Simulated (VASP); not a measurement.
# AlAu2 (I4/mmm) in VASP: single point with LDA

Aim: the single point of AlAu2 with LDA.

Program: VASP 6.6.1. These are calculated values, not measurements. Logs are shortened: lines on timing, memory, paths and dates and some standing lists are left out, and cuts for length are marked.

## Step 1: The cell of the first run

Symmetry: I4/mmm, No. 139, tetragonal system. Conventional cell: a = 3.305 Å, b = 3.305 Å, c = 8.657 Å, α = 90.00°, β = 90.00°, γ = 90.00°. Al (site symmetry 4/mmm) has 10 Au at 2.70 to 2.97 Å and 4 Al at 3.30 Å within 3.6 Å. Within 3.6 Å of Au (site symmetry 4mm) lie 5 Al at 2.70 to 2.97 Å and 9 Au at 2.72 to 3.30 Å.

## Step 2: Single point, LDA

INCAR

```
ALGO = Fast
EDIFF = 1E-6
ENCUT = 520
GGA = CA
ISIF = 2
ISMEAR = 0
LASPH = True
LCHARG = True
LELF = True
LREAL = False
LVHAR = True
LWAVE = False
NBANDS = 20
NELM = 100
PREC = Accurate
SIGMA = 0.15
```

KPOINTS

```
k-points
0
Gamma
  16 16 16
```

POSCAR

```
AlAu2
1.0
   -1.6523234788      1.6523234788      4.3287266251
    1.6523234788     -1.6523234788      4.3287266251
    1.6523234788      1.6523234788     -4.3287266251
Al Au
1 2
Direct
    0.0000000000      0.0000000000      0.0000000000
    0.6570428093      0.6570428093      0.0000000000
    0.3429571907      0.3429571907      0.0000000000
```

Potentials or basis: VASP PAW LDA potentials, release 64 (Al, Au).

On the command line:

```
cat potpaw_LDA.64/Al/POTCAR potpaw_LDA.64/Au/POTCAR > POTCAR
mpirun -np 1 vasp_std > vasp.out
```

OUTCAR:

```text
EDIFF = 1E-6
   ENCUT = 520
   GGA = CA
   ISIF = 2
   ISMEAR = 0
   LASPH = True
   LREAL = False
   NELM = 100
   PREC = Accurate

 ion  position               nearest neighbor table
   1  0.000  0.000  0.000-   2 2.70   2 2.70   2 2.70   3 2.70   2 2.70   3 2.70   3 2.70   3 2.70
                             2 2.97   3 2.97
   2  0.657  0.657  0.000-   1 2.70   1 2.70   1 2.70   1 2.70   3 2.72   3 2.84   3 2.84   3 2.84
                             3 2.84   1 2.97
   3  0.343  0.343  0.000-   1 2.70   1 2.70   1 2.70   1 2.70   2 2.72   2 2.84   2 2.84   2 2.84
                             2 2.84   1 2.97

  LATTYP: Found a body centered tetragonal cell.
 ALAT       =     3.3046469576
 C/A-ratio  =     2.6197815867

  Lattice vectors:

 A1 = (  -1.6523234788,   1.6523234788,   4.3287266251)
 A2 = (   1.6523234788,  -1.6523234788,   4.3287266251)
 A3 = (   1.6523234788,   1.6523234788,  -4.3287266251)

Analysis of symmetry for initial positions (statically):
=====================================================================
 Subroutine PRICEL returns:
 Original cell was already a primitive cell.

 Routine SETGRP: Setting up the symmetry group for a
 body centered tetragonal supercell.

 Subroutine GETGRP returns: Found 16 space group operations
 (whereof 16 operations were pure point group operations)
 out of a pool of 16 trial point group operations.

The static configuration has the point symmetry D_4h.

Analysis of symmetry for dynamics (positions and initial velocities):
=====================================================================
 Subroutine PRICEL returns:
 Original cell was already a primitive cell.

 Routine SETGRP: Setting up the symmetry group for a
 body centered tetragonal supercell.

 Subroutine GETGRP returns: Found 16 space group operations
 (whereof 16 operations were pure point group operations)
 out of a pool of 16 trial point group operations.

The dynamic configuration has the point symmetry D_4h.

 Subroutine INISYM returns: Found 16 space group operations
 (whereof 16 operations are pure point group operations),
 and found     1 'primitive' translations

----------------------------------------------------------------------------------------

                                     Primitive cell

  volume of cell :      47.2727

  direct lattice vectors                    reciprocal lattice vectors
    -1.652323479  1.652323479  4.328726625     0.000000000  0.302604185  0.115507410
     1.652323479 -1.652323479  4.328726625     0.302604185  0.000000000  0.115507410
     1.652323479  1.652323479 -4.328726625     0.302604185  0.302604185  0.000000000

  length of vectors
     4.919168624  4.919168624  4.919168624     0.323900069  0.323900069  0.427946943

  position of ions in fractional coordinates (direct lattice)
     0.000000000  0.000000000  0.000000000
     0.657042809  0.657042809  0.000000000
     0.342957191  0.342957191  0.000000000

  ion indices of the primitive-cell ions
   primitive index   ion index
                 1           1
                 2           2
                 3           3

----------------------------------------------------------------------------------------

 KPOINTS: k-points

Automatic generation of k-mesh.
 Grid dimensions read from file:
 generate k-points for:   16   16   16

 Generating k-lattice:

  Cartesian coordinates                     Fractional coordinates (reciprocal lattice)
     0.000000000  0.018912762  0.007219213     0.062500000  0.000000000  0.000000000
     0.018912762  0.000000000  0.007219213     0.000000000  0.062500000  0.000000000
     0.018912762  0.018912762  0.000000000     0.000000000  0.000000000  0.062500000

  Length of vectors
     0.020243754  0.020243754  0.026746684

  Shift w.r.t. Gamma in fractional coordinates (k-lattice)
     0.000000000  0.000000000  0.000000000

 Subroutine IBZKPT returns following result:
 ===========================================

 Found    349 irreducible k-points:

 Following reciprocal coordinates:
            Coordinates               Weight
  0.000000  0.000000  0.000000      1.000000
  0.062500  0.000000  0.000000      8.000000
  0.125000  0.000000  0.000000      8.000000
  0.187500  0.000000  0.000000      8.000000
  0.250000  0.000000  0.000000      8.000000
  0.312500  0.000000  0.000000      8.000000
[... 16 lines left out ...]
 -0.125000  0.062500  0.000000     16.000000
 -0.062500  0.062500  0.000000      4.000000
 [... further k-points ...]
   k-points           NKPTS =    349   k-points in BZ     NKDIM =    349   number of bands    NBANDS=     20
   number of dos      NEDOS =    301   number of ions     NIONS =      3
   total plane-waves  NPLWV =  64000
   dimension x,y,z NGX =    40 NGY =   40 NGZ =   40
   dimension x,y,z NGXF=    80 NGYF=   80 NGZF=   80
   ions per type =               1   2
   NGX,Y,Z   is equivalent  to a cutoff of  13.52, 13.52, 13.52 a.u.
   NGXF,Y,Z  is equivalent  to a cutoff of  27.04, 27.04, 27.04 a.u.
 SYSTEM =  unknown system
   PREC   = accura    normal or accurate (medium, high low for compatibility)
   ISTART =      0    job   : 0-new  1-cont  2-samecut
   ICHARG =      2    charge: 1-file 2-atom 10-const
   ISPIN  =      1    spin polarized calculation?
   LNONCOLLINEAR =      F non collinear calculations
   LSORBIT =      F    spin-orbit coupling
   LASPH  =      T    aspherical Exc in radial PAW
   ENCUT  =  520.0 eV  38.22 Ry    6.18 a.u.   9.15  9.15  9.15*2*pi/ulx,y,z
   NELM   =    100;   NELMIN=  2; NELMDL= -5     # of ELM steps
   EDIFF  = 0.1E-05   stopping-criterion for ELM
   LREAL  =      F    real-space projection
   EDIFFG = 0.1E-04   stopping-criterion for IOM
   NSW    =      0    number of steps for IOM
   IBRION =     -1    ionic relax: 0-MD 1-quasi-New 2-CG
   NFREE  =      0    steps in history (QN), initial steepest desc. (CG)
   ISIF   =      2    stress and relaxation
   ISYM   =      2    0-nonsym 1-usesym 2-fastsym
   POTIM  = 0.5000    time-step for ionic-motion
   TEBEG  =    0.0;   TEEND  =   0.0 temperature during run
   PSTRESS=    0.0 pullay stress
   NELECT =      25.0000    total number of electrons
   NUPDOWN=      -1.0000    fix difference up-down
   EMIN   =  10.00;   EMAX   =-10.00  energy-range for DOS
   EFERMI =   0.00;   METHOD = LEGACY
   ISMEAR =     0;   SIGMA  =   0.15  broadening in eV -4-tet -1-fermi 0-gaus
   EFERMI_NEDOS =   21; number of points for ismear=-14 and -15
   IALGO  =     68    algorithm
   IMIX   =      4    mixing-type and parameters
     AMIX     =   0.40;   BMIX     =  1.00
     AMIX_MAG =   1.60;   BMIX_MAG =  1.00
  volume/ion in A,a.u.               =      15.76       106.34
  Fermi-wavevector in a.u.,A,eV,Ry     =   1.323888  2.501786 23.846668  1.752681
  Thomas-Fermi vector in A             =   2.453463
   LORBIT       =      0    0 simple, 1 ext, 2 COOP (PROOUT), +10 PAW based schemes
   GGA     = CA    functional components
   LHFCALC =     F    Hartree Fock is set to
   AEXX    =    0.0000 exact exchange contribution
   IVDW    =     0    specifies the selected vdW correction
   LEPSILON=     F    determine dielectric tensor
   LRPA    =     F    only Hartree local field effects (RPA)
 non-spin polarized calculation
 RMM-DIIS sequential band-by-band and
 Gauss-broadening in eV      SIGMA  =   0.15
  energy-cutoff  :      520.00
  volume of cell :       47.27
 maximum number of plane-waves:      1292
 NGX is ok and might be reduce to    40
   NGX = 19   NGY = 19   NGZ = 19

 number of electron      25.0000000 magnetization

 Free energy of the ion-electron system (eV)
  ---------------------------------------------------
  ext. energy  EPLUGINS =         0.00000000
  ---------------------------------------------------
  free energy    TOTEN  =       -14.18086575 eV

  energy without entropy =      -14.17369079  energy(sigma->0) =      -14.17727827

 E-fermi :  10.1821     XC(G=0): -12.4765

 val. band max:       10.1666986524   @ k =   0.4375   0.3125   0.0625
 cond. band min:      10.1838547785   @ k =  -0.2500   0.1250   0.0625
 fundamental gap:      0.0171561261
 Fermi energy:        10.1821379497

 k-point     1 :       0.0000    0.0000    0.0000
  band No.  band energies     occupation
      1      -1.1477      2.00000
      2       3.1462      2.00000
      3       3.5464      2.00000
      4       4.5335      2.00000
      5       4.8745      2.00000
      6       4.9117      2.00000
[... 12 lines left out ...]
     19      17.5155      0.00000
     20      19.2662      0.00000

 k-point     2 :       0.0625    0.0000    0.0000
  band No.  band energies     occupation
      1      -1.0752      2.00000
      2       3.1714      2.00000
      3       3.5649      2.00000
      4       4.4825      2.00000
      5       4.7255      2.00000
      6       4.7746      2.00000
[... 12 lines left out ...]
     19      18.3284      0.00000
     20      19.9445      0.00000

 k-point     3 :       0.1250    0.0000    0.0000
  band No.  band energies     occupation
      1      -0.8602      2.00000
      2       3.2192      2.00000
      3       3.6346      2.00000
      4       4.2176      2.00000
      5       4.5080      2.00000
      6       4.7313      2.00000
[... 12 lines left out ...]
     19      19.6633      0.00000
     20      21.0183      0.00000

 k-point     4 :       0.1875    0.0000    0.0000
  band No.  band energies     occupation
      1      -0.5100      2.00000
      2       3.2247      2.00000
      3       3.7217      2.00000
      4       3.9267      2.00000
      5       4.3148      2.00000
      6       4.8081      2.00000
[... 12 lines left out ...]
     19      21.0149      0.00000
     20      21.7440      0.00000

 k-point     5 :       0.2500    0.0000    0.0000
  band No.  band energies     occupation
      1      -0.0391      2.00000
      2       3.1105      2.00000
      3       3.5700      2.00000
      4       4.0015      2.00000
      5       4.1637      2.00000
      6       4.7282      2.00000
[... 12 lines left out ...]
     19      21.7745      0.00000
     20      22.3493      0.00000

 k-point     6 :       0.3125    0.0000    0.0000
  band No.  band energies     occupation
      1       0.5270      2.00000
      2       2.8703      2.00000
      3       3.4985      2.00000
      4       4.0624      2.00000
      5       4.0823      2.00000
      6       4.5499      2.00000
[... 12 lines left out ...]
     19      21.4642      0.00000
     20      22.1419      0.00000

 k-point     7 :       0.3750    0.0000    0.0000
  band No.  band energies     occupation
      1       1.1419      2.00000
      2       2.6261      2.00000
      3       3.4923      2.00000
      4       4.0138      2.00000
      5       4.0405      2.00000
      6       4.3808      2.00000
[... 12 lines left out ...]
     19      20.6447      0.00000
     20      22.0498      0.00000
[... 277 lines left out ...]
 k-point    20 :      -0.3125    0.0625    0.0000
  band No.  band energies     occupation
      1       0.5072      2.00000
      2       2.9555      2.00000
      3       3.5079      2.00000
      4       4.0370      2.00000
      5       4.1723      2.00000
      6       4.5638      2.00000
[... 12 lines left out ...]
     19      20.6856      0.00000
     20      22.4548      0.00000

 k-point    21 :      -0.2500    0.0625    0.0000
  band No.  band energies     occupation
      1      -0.0444      2.00000
      2       3.2353      2.00000
      3       3.5666      2.00000
      4       4.0595      2.00000
      5       4.1395      2.00000
      6       4.7228      2.00000
[... 12 lines left out ...]
     19      21.5459      0.00000
     20      22.4265      0.00000

 k-point    22 :      -0.1875    0.0625   -0.0000
  band No.  band energies     occupation
      1      -0.4969      2.00000
      2       3.3430      2.00000
      3       3.7675      2.00000
      4       3.9018      2.00000
      5       4.2904      2.00000
      6       4.7413      2.00000
[... 12 lines left out ...]
     19      21.0502      0.00000
     20      22.2424      0.00000

 k-point    23 :      -0.1250    0.0625    0.0000
  band No.  band energies     occupation
      1      -0.8273      2.00000
      2       3.3064      2.00000
      3       3.6640      2.00000
      4       4.1802      2.00000
      5       4.4826      2.00000
      6       4.6864      2.00000
[... 12 lines left out ...]
     19      19.6766      0.00000
     20      21.5809      0.00000

 k-point    24 :      -0.0625    0.0625    0.0000
  band No.  band energies     occupation
      1      -1.0223      2.00000
      2       3.2239      2.00000
      3       3.5901      2.00000
      4       4.4262      2.00000
      5       4.6787      2.00000
      6       4.6836      2.00000
[... 12 lines left out ...]
     19      18.4411      0.00000
     20      20.5296      0.00000

 [... further k-points ...]
[... 5 lines left out ...]
  --------------------------------------------------------------------------------------
  -------------------------------------------------------------------------------------
  Total        0.0618188      0.0618188      0.1791774      0.0000000      0.0000000      0.0000000
  in kB        2.0951783      2.0951783      6.0727238      0.0000000      0.0000000      0.0000000
  external PRESSURE =       3.4210268 kB  Pullay stress =       0.0000000 kB

 VOLUME and BASIS-vectors are now :
 -----------------------------------------------------------------------------
  energy-cutoff  :      520.00
  volume of cell :       47.27
      direct lattice vectors                 reciprocal lattice vectors
    -1.652323479  1.652323479  4.328726625     0.000000000  0.302604185  0.115507410
     1.652323479 -1.652323479  4.328726625     0.302604185  0.000000000  0.115507410
     1.652323479  1.652323479 -4.328726625     0.302604185  0.302604185  0.000000000

 POSITION                                       TOTAL-FORCE (eV/Angst)
 -----------------------------------------------------------------------------------
      0.00000      0.00000      0.00000        -0.000000     -0.000000     -0.000000
      0.00000      0.00000      5.68832        -0.000000     -0.000000      0.005737
      0.00000      0.00000      2.96914         0.000000      0.000000     -0.005737
 -----------------------------------------------------------------------------------
    total drift:                                0.000000      0.000000     -0.000000

  FREE ENERGIE OF THE ION-ELECTRON SYSTEM (eV)
  ---------------------------------------------------
  free  energy   TOTEN  =       -14.1808657498 eV

  energy  without entropy=      -14.1736907862  energy(sigma->0) =      -14.17727827
```

It took 8.7 min on 1 thread of Intel Xeon Platinum 8259CL at 2.50GHz (Skylake/Cascade Lake), shared host; peak memory 0.43 GiB.

What came out:

- Free energy: -14.1809 eV
- Pressure: 0.3 GPa
- Largest force: 0.006 eV/Å

Forces on the atoms (eV/Å):
```
Al   0.000  0.000  0.000
Au   0.000  0.000  0.006
Au   0.000  0.000 -0.006
```

Levels at points of the mesh, in eV from the Fermi level:
| k point | band 9 | band 10 | band 11 | band 12 | band 13 | band 14 | band 15 | band 16 |
| --- | --- | --- | --- | --- | --- | --- | --- | --- |
| (0.00, 0.00, 0.00) | -4.99 | -4.99 | -3.57 | -1.18 | 1.21 | 5.97 | 5.97 | 6.74 |
| (0.50, 0.00, 0.00) | -4.10 | -3.41 | -3.33 | -3.11 | -2.22 | 1.86 | 7.58 | 7.90 |
| (0.50, 0.50, 0.00) | -3.61 | -3.40 | -3.09 | -1.34 | 0.75 | 1.17 | 2.09 | 2.31 |
| (0.50, 0.50, 0.50) | -3.82 | -3.55 | -3.55 | -2.84 | 2.72 | 2.72 | 6.74 | 7.20 |

Caveat: spin-orbit coupling is left out, which moves the levels of the heavy elements.
